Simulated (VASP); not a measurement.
# WSe (Fm-3m) in VASP: notebook, part 2 of 2

VASP 6.6.1.

### Step 4. Single point, PBE

This run uses another cell than the first one: it holds 8 atoms, not 2.

Input file INCAR:

```
PREC = Accurate
ENCUT = 520
EDIFF = 1E-6
ISMEAR = 0
SIGMA = 0.1
LREAL = False
LASPH = True
NELM = 80
ALGO = Normal
ISIF = 2
LWAVE = False
LCHARG = False
GGA = PE
NBANDS = 50
```

Input file KPOINTS:

```
Automatic mesh
0
Gamma
  6 4 4
```

Input file POSCAR:

```
WSe
1.0
    2.6153187715      2.6153187715      0.0000000000
    2.6153187715     -2.6153187715      5.2306375431
    2.6153187715     -2.6153187715     -5.2306375431
W Se
4 4
Direct
    0.5000000000      0.5000000000      0.0000000000
    0.0000000000      1.0000000000      1.0000000000
    0.0000000000      0.5000000000      0.5000000000
    0.5000000000      1.0000000000      0.5000000000
    0.0000000000      0.2500000000      0.7500000000
    0.5000000000      0.7500000000      0.7500000000
    0.5000000000      0.2500000000      0.2500000000
    0.0000000000      0.7500000000      0.2500000000
```

Potentials or basis: VASP PAW PBE potentials, release 64 (W_sv, Se).

Command:

```sh
$ cat potpaw_PBE.64/W_sv/POTCAR potpaw_PBE.64/Se/POTCAR > POTCAR
$ mpirun -np 1 vasp_std > vasp.out
```

OUTCAR:

```text
PREC = Accurate
   ENCUT = 520
   EDIFF = 1E-6
   ISMEAR = 0
   LREAL = False
   LASPH = True
   NELM = 80
   ISIF = 2
   GGA = PE

 ion  position               nearest neighbor table
   1  0.500  0.500  0.000-   5 2.62   8 2.62   5 2.62   8 2.62   7 2.62   6 2.62
   2  0.000  0.000  0.000-   6 2.62   7 2.62   6 2.62   7 2.62   5 2.62   8 2.62
   3  0.000  0.500  0.500-   6 2.62   7 2.62   6 2.62   7 2.62   5 2.62   8 2.62
   4  0.500  0.000  0.500-   5 2.62   8 2.62   5 2.62   8 2.62   7 2.62   6 2.62
   5  0.000  0.250  0.750-   1 2.62   4 2.62   1 2.62   4 2.62   3 2.62   2 2.62
   6  0.500  0.750  0.750-   2 2.62   3 2.62   2 2.62   3 2.62   1 2.62   4 2.62
   7  0.500  0.250  0.250-   2 2.62   3 2.62   2 2.62   3 2.62   1 2.62   4 2.62
   8  0.000  0.750  0.250-   1 2.62   4 2.62   1 2.62   4 2.62   3 2.62   2 2.62

  LATTYP: Found a base centered orthorhombic cell.
 ALAT       =     7.3972385532
 B/A-ratio  =     1.4142135624
 C/A-ratio  =     0.5000000000

  Lattice vectors:

 A1 = (   2.6153187715,  -2.6153187715,   5.2306375431)
 A2 = (   2.6153187715,  -2.6153187715,  -5.2306375431)
 A3 = (   2.6153187715,   2.6153187715,   0.0000000000)

Analysis of symmetry for initial positions (statically):
=====================================================================
 Subroutine PRICEL returns following result:

  LATTYP: Found a face centered cubic cell.
 ALAT       =     5.2306375431

  Lattice vectors:

 A1 = (   0.0000000000,  -2.6153187715,   2.6153187716)
 A2 = (   2.6153187715,  -2.6153187715,  -0.0000000000)
 A3 = (   2.6153187715,   0.0000000000,   2.6153187715)

   4 primitive cells build up your supercell.

 Routine SETGRP: Setting up the symmetry group for a
 base centered orthorhombic supercell.

 Subroutine GETGRP returns: Found  8 space group operations
 (whereof  8 operations were pure point group operations)
 out of a pool of  8 trial point group operations.
[... 148 lines left out ...]
  Thomas-Fermi vector in A             =   2.476257
   LORBIT       =      0    0 simple, 1 ext, 2 COOP (PROOUT), +10 PAW based schemes
   GGA     = PE    functional components
   LHFCALC =     F    Hartree Fock is set to
   AEXX    =    0.0000 exact exchange contribution
   IVDW    =     0    specifies the selected vdW correction
   LEPSILON=     F    determine dielectric tensor
   LRPA    =     F    only Hartree local field effects (RPA)
 non-spin polarized calculation
 Gauss-broadening in eV      SIGMA  =   0.10
  energy-cutoff  :      520.00
  volume of cell :      143.11
 maximum number of plane-waves:      3914
 NGX is ok and might be reduce to    28

 number of electron      79.9999978 magnetization

 Free energy of the ion-electron system (eV)
  ---------------------------------------------------
  ext. energy  EPLUGINS =         0.00000000
  ---------------------------------------------------
  free energy    TOTEN  =       -56.25849401 eV

  energy without entropy =      -56.18970898  energy(sigma->0) =      -56.22410149

 E-fermi :   9.3287     XC(G=0): -11.9401

 val. band max:        9.3263782053   @ k =   0.5000   0.2500  -0.0000
 cond. band min:       9.3300276493   @ k =   0.3333   0.5000   0.2500
 fundamental gap:      0.0036494440
 Fermi energy:         9.3286798827

 k-point     1 :       0.0000    0.0000    0.0000
  band No.  band energies     occupation
      1     -65.2637      2.00000
      2     -65.2611      2.00000
      3     -65.2611      2.00000
      4     -65.2602      2.00000
      5     -29.5833      2.00000
      6     -29.5833      2.00000
[... 1261 lines left out ...]
     49      11.8636      0.00000
     50      11.8637      0.00000

 [... further k-points ...]

------------------------ aborting loop because EDIFF is reached ----------------------------------------

  FORCE on cell =-STRESS in cart. coord.  units (eV):
  Direction    XX          YY          ZZ          XY          YZ          ZX
  --------------------------------------------------------------------------------------
  -------------------------------------------------------------------------------------
  Total        0.5125647      0.5125647      0.2006409     -0.2703068      0.0000000      0.0000000
  in kB        5.7384608      5.7384608      2.2462921     -3.0262417      0.0000000      0.0000000
  external PRESSURE =       4.5744046 kB  Pullay stress =       0.0000000 kB

 VOLUME and BASIS-vectors are now :
 -----------------------------------------------------------------------------
  energy-cutoff  :      520.00
  volume of cell :      143.11
      direct lattice vectors                 reciprocal lattice vectors
     2.615318772  2.615318772  0.000000000     0.191181284  0.191181284  0.000000000
     2.615318772 -2.615318772  5.230637543     0.095590642 -0.095590642  0.095590642
     2.615318772 -2.615318772 -5.230637543     0.095590642 -0.095590642 -0.095590642

 POSITION                                       TOTAL-FORCE (eV/Angst)
 -----------------------------------------------------------------------------------
      2.61532      0.00000      2.61532         0.000000      0.000000     -0.000000
      0.00000      0.00000      0.00000        -0.000000      0.000000     -0.000000
      2.61532     -2.61532      0.00000        -0.000000     -0.000000     -0.000000
      2.61532      0.00000     -2.61532         0.000000     -0.000000      0.000000
      2.61532     -2.61532     -2.61532         0.000000      0.000000      0.000000
      5.23064     -2.61532      0.00000         0.000000      0.000000      0.000000
      2.61532      0.00000      0.00000        -0.000000      0.000000      0.000000
      2.61532     -2.61532      2.61532        -0.000000      0.000000      0.000000
 -----------------------------------------------------------------------------------
    total drift:                                0.000000     -0.000000     -0.000000

  FREE ENERGIE OF THE ION-ELECTRON SYSTEM (eV)
  ---------------------------------------------------
  free  energy   TOTEN  =       -56.2584940062 eV

  energy  without entropy=      -56.1897089771  energy(sigma->0) =      -56.22410149
```

stdout:

```text
POSCAR found type information on POSCAR W Se
 POSCAR found :  2 types and       8 ions
 scaLAPACK will be used
 LDA part: xc-table for (Slater+PW92), standard interpolation
 POSCAR, INCAR and KPOINTS ok, starting setup
 FFT: planning ... GRIDC
 FFT: planning ... GRID_SOFT
 FFT: planning ... GRID
 WAVECAR not read
 entering main loop
```

Wall time 4.8 min (1 thread of Intel Xeon 8259CL, shared host); peak memory 0.33 GiB.

Results:

* Free energy: -56.2585 eV
* Pressure: 0.5 GPa
* Band gap on the k mesh: zero (bands 40 and 41 overlap by 0.66 eV)

Caveat: spin-orbit coupling is left out, which moves the levels of the heavy elements.

### Step 5. Relaxation of cell and atoms, PBE

This run uses another cell than the first one, of 18.00 Å³/atom.

Input file INCAR:

```
SYSTEM = WSe
PREC = Accurate
ENCUT = 600
EDIFF = 1E-6
ISMEAR = 0
SIGMA = 0.1
LREAL = .FALSE.
LASPH = .TRUE.
NELM = 100
ALGO = Normal
ISIF = 3
LWAVE = .FALSE.
LCHARG = .FALSE.
GGA = PE
IBRION = 2
NSW = 100
EDIFFG = -0.01
```

Input file KPOINTS:

```
regular mesh
0
G
  18 18 18
  0 0 0
```

Input file POSCAR:

```
WSe
1.0
    0.0000000000      2.6207073470      2.6207073470
    2.6207073470      0.0000000000      2.6207073470
    2.6207073470      2.6207073470      0.0000000000
W Se
1 1
Direct
    0.0000000000      0.0000000000      0.0000000000
    0.5000000000      0.5000000000      0.5000000000
```

Command:

```sh
$ cat potpaw_PBE.64/W_sv/POTCAR potpaw_PBE.64/Se/POTCAR > POTCAR
$ mpirun -np 1 vasp_std > vasp.out
```

Run time: 6.7 min. Hardware: 1 thread of Intel Xeon 8259CL, shared host; peak memory 0.28 GiB.

It converged, with:

- Free energy: -14.0644 eV
- Relaxed volume: 17.93 Å³/atom
- Relaxed cell: a = 3.701 Å, b = 3.701 Å, c = 3.701 Å, α = 60.00°, β = 60.00°, γ = 60.00°
- Space group after relaxing (to 0.1 Å): Fm-3m (No. 225)
- Energy gained by relaxing: 0.1 meV/atom
- Ionic steps: 3
- Pressure after relaxing: 0.0 GPa
- Band gap on the k mesh: zero (bands 10 and 11 overlap by 2.60 eV)

Step by step:
```tsv
step	energy change (eV)	largest force (eV/Å)	pressure (GPa)	volume (Å³)
1	0.0000	0.0000	-0.60	36.00
2	0.0003	0.0000	0.87	35.65
3	-0.0003	0.0000	0.01	35.86
```

Final structure:
```
CELL_PARAMETERS angstrom
0.00000 2.61723 2.61723
2.61723 0.00000 2.61723
2.61723 2.61723 0.00000
ATOMIC_POSITIONS crystal
W 0.00000 0.00000 0.00000
Se 0.50000 0.50000 0.50000
```

Levels at points of the mesh, in eV from the Fermi level:
| k point | band 8 | band 9 | band 10 | band 11 | band 12 | band 13 |
| --- | --- | --- | --- | --- | --- | --- |
| (0.00, 0.00, 0.00) | -2.69 | -2.15 | -2.15 | -2.15 | -1.66 | -1.66 |
| (0.50, 0.00, 0.00) | -5.99 | 0.06 | 0.06 | 0.43 | 2.00 | 5.27 |
| (0.50, 0.50, 0.00) | -4.28 | -3.92 | -0.67 | 0.17 | 0.80 | 0.80 |

Caveat: spin-orbit coupling is left out, which moves the levels of the heavy elements.

### Step 6. Summary

| task | level | spin | cell | k mesh | cutoff (eV) | gap on the mesh (eV) | pressure (GPa) | relaxed volume (Å³/atom) |
| --- | --- | --- | --- | --- | --- | --- | --- | --- |
| single point | RPBE | off | a = 3.699 Å, angles 60.0°, 2 atoms, atomic positions A | 18 × 18 × 18 | 520 | none | 2.8 | - |
| relaxation of cell and atoms | PBE | collinear | relaxed from a = 3.926 Å, angles 60.0°, 2 atoms, atomic positions A | 6 × 6 × 6 | 600 | none | -0.3 | 18.03 |
| single point | PBE | off | a = 3.699, b = 6.406, c = 6.406 Å, angles 109.5, 90.0, 90.0°, 8 atoms, atomic positions B | 6 × 4 × 4 | 520 | none | 0.5 | - |
| relaxation of cell and atoms | PBE | off | relaxed from a = 3.706 Å, angles 60.0°, 2 atoms, atomic positions A | 18 × 18 × 18 | 600 | none | 0.0 | 17.93 |

Alike in all rows: potentials or basis VASP PAW PBE potentials, release 64 (W_sv, Se); smearing gaussian 0.1 eV.

Caveats: spin-orbit coupling is left out, which moves the levels of the heavy elements; the PAW data sets were made with another functional, which shifts forces and pressure a little (at least some runs); the volume moved by over 15 % at a fixed basis, so the end points are rough (at least some runs).

Total energies depend on the potentials used, so only differences within one code and one set of settings carry meaning.
